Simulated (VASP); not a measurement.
A run of VASP 6.6.1 is set up as follows.

Contents of INCAR:

```
ALGO = Normal ; EDIFF = 1E-7
EDIFFG = -0.005 ; ENCUT = 600
GGA = PS ; IBRION = 2
ISIF = 3 ; ISMEAR = -1
LASPH = T ; LCHARG = F
LREAL = F ; LWAVE = F
NELM = 60 ; NSW = 80
PREC = Accurate ; SIGMA = 0.02
```

The input KPOINTS:

```
k-points
0
Gamma
  12 12 6
```

The input POSCAR:

```
BN
1.0
    2.5544338114      0.0000000000      0.0000000000
   -1.2772169057      2.2122045730      0.0000000000
    0.0000000000      0.0000000000      4.2244270483
B N
2 2
Direct
    0.3333333333      0.6666666667      0.0001896167
    0.6666666667      0.3333333333      0.5001896167
    0.3333333333      0.6666666667      0.3748103833
    0.6666666667      0.3333333333      0.8748103833
```

Potentials or basis: VASP PAW PBE potentials, release 64 (B, N).

Command:

```bash
$ cat potpaw_PBE.64/B/POTCAR potpaw_PBE.64/N/POTCAR > POTCAR
$ mpirun -np 1 vasp_std > vasp.out
```

What does it give for the relaxed volume?

5.88 Å³/atom.

Estimate the relaxed cell.

a = 2.542 Å, b = 2.542 Å, c = 4.204 Å, α = 90.00°, β = 90.00°, γ = 120.00°.

Estimate the band gap on the k mesh.

4.95 eV, indirect (least direct gap 8.22 eV).

The path:
```
step  energy change (eV)  largest force (eV/Å)  pressure (GPa)  volume (Å³)
   1              0.0000                0.0059           -5.57        23.87
   2              0.0006                0.0160            6.13        23.16
   3             -0.0062                0.0108           -0.01        23.52
   4             -0.0062                0.0109            0.10        23.52
   5             -0.0062                0.0118           -0.10        23.53
   6             -0.0062                0.0004            0.00        23.52
```

Caveat: the PAW data sets were made with another functional, which shifts forces and pressure a little. A k mesh can miss the band edges.
